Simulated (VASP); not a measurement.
# Ga3O4 (C2/m) in VASP: single point with PBE

Aim: the single point of Ga3O4 with PBE.

Everything below comes from runs of VASP 6.6.1. Logs are shortened: lines on timing, memory, paths and dates and some standing lists are left out, and cuts for length are marked.

## Step 1: The cell of the first run

It takes space group C2/m (No. 12, monoclinic). Conventional cell: a = 11.543 Å, b = 3.046 Å, c = 5.119 Å, α = 90.00°, β = 115.85°, γ = 90.00°. Ga (site symmetry m) has 6 O at 1.94 to 2.20 Å within 2.6 Å. Ga (site symmetry 2/m) has 6 O at 2.15 to 2.32 Å and 4 Ga at 2.91 to 3.05 Å within 3.1 Å. Within 2.6 Å of O (site symmetry m) lie 4 Ga at 1.96 to 2.15 Å. O (site symmetry m) has 5 Ga at 1.94 to 2.32 Å within 2.6 Å.

## Step 2: Single point, PBE

Contents of INCAR:

```
PREC = Accurate
ENCUT = 520
EDIFF = 1E-6
ISMEAR = 0
SIGMA = 0.2
LREAL = F
LASPH = T
NELM = 100
ALGO = Normal
ISIF = 2
LWAVE = F
LCHARG = T
GGA = PE
LELF = T
LVHAR = T
NBANDS = 40
```

Contents of KPOINTS:

```
regular mesh
0
Gamma
  5 5 4
```

Contents of POSCAR:

```
Ga3O4
1.0
    5.8084977484     -1.5232398817      0.0864221797
    5.8084977484      1.5232398817      0.0864221797
   -2.3605438663      0.0000000000      4.5419479393
Ga O
3 4
Direct
    0.7196055840      0.7196055840      0.7136390009
    0.2803944160      0.2803944160      0.2863609991
    0.0000000000      0.0000000000      0.0000000000
    0.1435447331      0.1435447331      0.4497747004
    0.6493587937      0.6493587937      0.9923683459
    0.8564552669      0.8564552669      0.5502252996
    0.3506412063      0.3506412063      0.0076316541
```

Potentials or basis: VASP PAW PBE potentials, release 64 (Ga_d, O).

Run with:

```bash
$ cat potpaw_PBE.64/Ga_d/POTCAR potpaw_PBE.64/O/POTCAR > POTCAR
$ mpirun -np 1 vasp_std > vasp.out
```

OUTCAR:

```text
PREC = Accurate
   ENCUT = 520
   EDIFF = 1E-6
   ISMEAR = 0
   LREAL = F
   LASPH = T
   NELM = 100
   ISIF = 2
   GGA = PE

 ion  position               nearest neighbor table
   1  0.720  0.720  0.714-   5 1.94   4 1.96   4 1.96   6 2.10   7 2.20   7 2.20   3 2.91
   2  0.280  0.280  0.286-   7 1.94   6 1.96   6 1.96   4 2.10   5 2.20   5 2.20   3 2.91
   3  0.000  0.000  0.000-   4 2.15   6 2.15   5 2.32   5 2.32   7 2.32   7 2.32   1 2.91   2 2.91

   4  0.144  0.144  0.450-   1 1.96   1 1.96   2 2.10   3 2.15
   5  0.649  0.649  0.992-   1 1.94   2 2.20   2 2.20   3 2.32   3 2.32
   6  0.856  0.856  0.550-   2 1.96   2 1.96   1 2.10   3 2.15
   7  0.351  0.351  0.008-   2 1.94   1 2.20   1 2.20   3 2.32   3 2.32

  Warning from LATTYP: Got some problem with cell dimensions!
  Tried to take original basis but could not verify dimensions!
  LATTYP: Found a base centered monoclinic cell.
 ALAT       =    11.5429971726
 B/A-ratio  =     0.2639245005
 C/A-ratio  =     0.4434494735
 COS(beta)  =    -0.4360717150

  Lattice vectors:

 A1 = (  -3.4479538821,   1.5232398817,  -4.6283701190)
 A2 = (  -3.4479538821,  -1.5232398817,  -4.6283701190)
 A3 = (  -2.3605438663,   0.0000000000,   4.5419479393)

Analysis of symmetry for initial positions (statically):
=====================================================================
 Subroutine PRICEL returns:
 Original cell was already a primitive cell.

 Routine SETGRP: Setting up the symmetry group for a
 base centered monoclinic supercell.

 Subroutine GETGRP returns: Found  4 space group operations
 (whereof  4 operations were pure point group operations)
 out of a pool of  4 trial point group operations.

The static configuration has the point symmetry C_2h.

Analysis of symmetry for dynamics (positions and initial velocities):
=====================================================================
 Subroutine PRICEL returns:
 Original cell was already a primitive cell.

 Routine SETGRP: Setting up the symmetry group for a
 base centered monoclinic supercell.

 Subroutine GETGRP returns: Found  4 space group operations
 (whereof  4 operations were pure point group operations)
 out of a pool of  4 trial point group operations.

The dynamic configuration has the point symmetry C_2h.

 Subroutine INISYM returns: Found  4 space group operations
 (whereof  4 operations are pure point group operations),
 and found     1 'primitive' translations

----------------------------------------------------------------------------------------

                                     Primitive cell

  volume of cell :      80.9934

  direct lattice vectors                    reciprocal lattice vectors
     5.808497748 -1.523239882  0.086422180     0.085420248 -0.328247708  0.044394662
     5.808497748  1.523239882  0.086422180     0.085420248  0.328247708  0.044394662
    -2.360543866  0.000000000  4.541947939    -0.003250678  0.000000000  0.218480407

  length of vectors
     6.005528671  6.005528671  5.118736019     0.342073183  0.342073183  0.218504588

  position of ions in fractional coordinates (direct lattice)
     0.719605584  0.719605584  0.713639001
     0.280394416  0.280394416  0.286360999
     0.000000000  0.000000000  0.000000000
     0.143544733  0.143544733  0.449774700
     0.649358794  0.649358794  0.992368346
     0.856455267  0.856455267  0.550225300
     0.350641206  0.350641206  0.007631654

  ion indices of the primitive-cell ions
   primitive index   ion index
                 1           1
                 2           2
                 3           3
                 4           4
                 5           5
                 6           6
                 7           7

----------------------------------------------------------------------------------------

 KPOINTS: regular mesh

Automatic generation of k-mesh.
 Grid dimensions read from file:
 generate k-points for:    5    5    4

 Generating k-lattice:

  Cartesian coordinates                     Fractional coordinates (reciprocal lattice)
     0.017084050 -0.065649542  0.008878932     0.200000000 -0.000000000  0.000000000
     0.017084050  0.065649542  0.008878932    -0.000000000  0.200000000  0.000000000
    -0.000812669  0.000000000  0.054620102     0.000000000  0.000000000  0.250000000

  Length of vectors
     0.068414637  0.068414637  0.054626147

  Shift w.r.t. Gamma in fractional coordinates (k-lattice)
     0.000000000  0.000000000  0.000000000

 Subroutine IBZKPT returns following result:
 ===========================================

 Found     33 irreducible k-points:

 Following reciprocal coordinates:
            Coordinates               Weight
  0.000000  0.000000  0.000000      1.000000
  0.200000 -0.000000 -0.000000      4.000000
  0.400000 -0.000000  0.000000      4.000000
  0.200000  0.200000 -0.000000      2.000000
  0.400000  0.200000  0.000000      4.000000
 -0.400000  0.200000  0.000000      4.000000
[... 16 lines left out ...]
 -0.200000 -0.400000  0.250000      4.000000
 -0.200000 -0.200000  0.250000      2.000000
 [... further k-points ...]
   k-points           NKPTS =     33   k-points in BZ     NKDIM =     33   number of bands    NBANDS=     40
   number of dos      NEDOS =    301   number of ions     NIONS =      7
   total plane-waves  NPLWV =  92160
   dimension x,y,z NGX =    48 NGY =   48 NGZ =   40
   dimension x,y,z NGXF=    96 NGYF=   96 NGZF=   80
   ions per type =               3   4
   NGX,Y,Z   is equivalent  to a cutoff of  13.29, 13.29, 12.99 a.u.
   NGXF,Y,Z  is equivalent  to a cutoff of  26.57, 26.57, 25.98 a.u.
 SYSTEM =  unknown system
   PREC   = accura    normal or accurate (medium, high low for compatibility)
   ISTART =      0    job   : 0-new  1-cont  2-samecut
   ICHARG =      2    charge: 1-file 2-atom 10-const
   ISPIN  =      1    spin polarized calculation?
   LNONCOLLINEAR =      F non collinear calculations
   LSORBIT =      F    spin-orbit coupling
   LASPH  =      T    aspherical Exc in radial PAW
   ENCUT  =  520.0 eV  38.22 Ry    6.18 a.u.  11.17 11.17  9.52*2*pi/ulx,y,z
   NELM   =    100;   NELMIN=  2; NELMDL= -5     # of ELM steps
   EDIFF  = 0.1E-05   stopping-criterion for ELM
   LREAL  =      F    real-space projection
   EDIFFG = 0.1E-04   stopping-criterion for IOM
   NSW    =      0    number of steps for IOM
   IBRION =     -1    ionic relax: 0-MD 1-quasi-New 2-CG
   NFREE  =      0    steps in history (QN), initial steepest desc. (CG)
   ISIF   =      2    stress and relaxation
   ISYM   =      2    0-nonsym 1-usesym 2-fastsym
   POTIM  = 0.5000    time-step for ionic-motion
   TEBEG  =    0.0;   TEEND  =   0.0 temperature during run
   PSTRESS=    0.0 pullay stress
   NELECT =      63.0000    total number of electrons
   NUPDOWN=      -1.0000    fix difference up-down
   EMIN   =  10.00;   EMAX   =-10.00  energy-range for DOS
   EFERMI =   0.00;   METHOD = LEGACY
   ISMEAR =     0;   SIGMA  =   0.20  broadening in eV -4-tet -1-fermi 0-gaus
   EFERMI_NEDOS =   21; number of points for ismear=-14 and -15
   IALGO  =     38    algorithm
   IMIX   =      4    mixing-type and parameters
     AMIX     =   0.40;   BMIX     =  1.00
     AMIX_MAG =   1.60;   BMIX_MAG =  1.00
  volume/ion in A,a.u.               =      11.57        78.08
  Fermi-wavevector in a.u.,A,eV,Ry     =   1.505585  2.845142 30.841478  2.266785
  Thomas-Fermi vector in A             =   2.616414
   LORBIT       =      0    0 simple, 1 ext, 2 COOP (PROOUT), +10 PAW based schemes
   GGA     = PE    functional components
   LHFCALC =     F    Hartree Fock is set to
   AEXX    =    0.0000 exact exchange contribution
   IVDW    =     0    specifies the selected vdW correction
   LEPSILON=     F    determine dielectric tensor
   LRPA    =     F    only Hartree local field effects (RPA)
 non-spin polarized calculation
 Gauss-broadening in eV      SIGMA  =   0.20
  energy-cutoff  :      520.00
  volume of cell :       80.99
 maximum number of plane-waves:      2205
 NGX is ok and might be reduce to    48
   NGX = 23   NGY = 23   NGZ = 19

 number of electron      63.0000004 magnetization

 Free energy of the ion-electron system (eV)
  ---------------------------------------------------
  ext. energy  EPLUGINS =         0.00000000
  ---------------------------------------------------
  free energy    TOTEN  =       -38.83111370 eV

  energy without entropy =      -38.79929397  energy(sigma->0) =      -38.81520384

 E-fermi :   6.2364     XC(G=0): -11.2113

 val. band max:        6.2049005393   @ k =  -0.4000   0.4000   0.2500
 cond. band min:       6.2506893520   @ k =   0.4000   0.4000   0.5000
 fundamental gap:      0.0457888127
 Fermi energy:         6.2363514977

 k-point     1 :       0.0000    0.0000    0.0000
  band No.  band energies     occupation
      1     -15.2052      2.00000
      2     -13.7934      2.00000
      3     -13.6231      2.00000
      4     -13.4367      2.00000
      5      -9.6146      2.00000
      6      -9.5874      2.00000
[... 32 lines left out ...]
     39      14.1703      0.00000
     40      14.9828      0.00000

 k-point     2 :       0.2000   -0.0000   -0.0000
  band No.  band energies     occupation
      1     -14.9069      2.00000
      2     -13.7741      2.00000
      3     -13.5962      2.00000
      4     -13.4219      2.00000
      5      -9.5613      2.00000
      6      -9.5199      2.00000
[... 32 lines left out ...]
     39      13.9541      0.00000
     40      14.5605      0.00000

 k-point     3 :       0.4000   -0.0000    0.0000
  band No.  band energies     occupation
      1     -14.2521      2.00000
      2     -13.8289      2.00000
      3     -13.5377      2.00000
      4     -13.4423      2.00000
      5      -9.5128      2.00000
      6      -9.4765      2.00000
[... 853 lines left out ...]
  band No.  band energies     occupation
      1     -14.7590      2.00000
      2     -13.8024      2.00000
      3     -13.7585      2.00000
      4     -13.4168      2.00000
      5      -9.5602      2.00000
      6      -9.5324      2.00000
[... 32 lines left out ...]
     39      13.8847      0.00000
     40      14.5012      0.00000

 k-point    24 :      -0.2000   -0.2000    0.2500
  band No.  band energies     occupation
      1     -15.0422      2.00000
      2     -13.9091      2.00000
      3     -13.7632      2.00000
      4     -13.4069      2.00000
      5      -9.6118      2.00000
      6      -9.5653      2.00000
[... 32 lines left out ...]
     39      14.5449      0.00000
     40      14.8596      0.00000

 [... further k-points ...]
[... 5 lines left out ...]
  --------------------------------------------------------------------------------------
  -------------------------------------------------------------------------------------
  Total        0.3573038      0.2104483      0.1756946      0.0000000      0.0000000     -0.1589360
  in kB        7.0680337      4.1629992      3.4755164      0.0000000      0.0000000     -3.1440050
  external PRESSURE =       4.9021831 kB  Pullay stress =       0.0000000 kB

 VOLUME and BASIS-vectors are now :
 -----------------------------------------------------------------------------
  energy-cutoff  :      520.00
  volume of cell :       80.99
      direct lattice vectors                 reciprocal lattice vectors
     5.808497748 -1.523239882  0.086422180     0.085420248 -0.328247708  0.044394662
     5.808497748  1.523239882  0.086422180     0.085420248  0.328247708  0.044394662
    -2.360543866  0.000000000  4.541947939    -0.003250678  0.000000000  0.218480407

 POSITION                                       TOTAL-FORCE (eV/Angst)
 -----------------------------------------------------------------------------------
      6.67508      0.00000      3.36569        -0.060962      0.000000     -0.004385
      2.58137      0.00000      1.34910         0.060962      0.000000      0.004385
      0.00000      0.00000      0.00000        -0.000000      0.000000      0.000000
      0.60585      0.00000      2.06766        -0.019259      0.000000     -0.003841
      5.20107      0.00000      4.61952        -0.066134      0.000000      0.019949
      8.65061      0.00000      2.64713         0.019259      0.000000      0.003841
      4.05538      0.00000      0.09527         0.066134      0.000000     -0.019949
 -----------------------------------------------------------------------------------
    total drift:                                0.000000     -0.000000     -0.000000

  FREE ENERGIE OF THE ION-ELECTRON SYSTEM (eV)
  ---------------------------------------------------
  free  energy   TOTEN  =       -38.8311137030 eV

  energy  without entropy=      -38.7992939724  energy(sigma->0) =      -38.81520384
```

It took 93 s on 1 thread of Intel Xeon 6975P-C (Granite Rapids), shared host; peak memory 0.31 GiB.

Results:

```
Free energy            : -38.8311 eV
Pressure               : 0.5 GPa
Largest force          : 0.069 eV/Å
Band gap on the k mesh : zero (an odd number of electrons rules out a gap without spin polarisation)
```

Forces in eV/Å, atoms in the order of the input:
```
Ga  -0.061  0.000 -0.004
Ga   0.061  0.000  0.004
Ga   0.000  0.000  0.000
O   -0.019  0.000 -0.004
O   -0.066  0.000  0.020
O    0.019  0.000  0.004
O    0.066  0.000 -0.020
```

Stress tensor (GPa, compression positive):
```
 0.71  0.00 -0.31
 0.00  0.42  0.00
-0.31  0.00  0.35
```

Caveat: the k points lie up to 0.43 Å⁻¹ apart, too coarse for converged energies and pressures of a metal; an odd number of electrons without spin polarisation forces a metal; a magnetic or distorted state may lie lower.
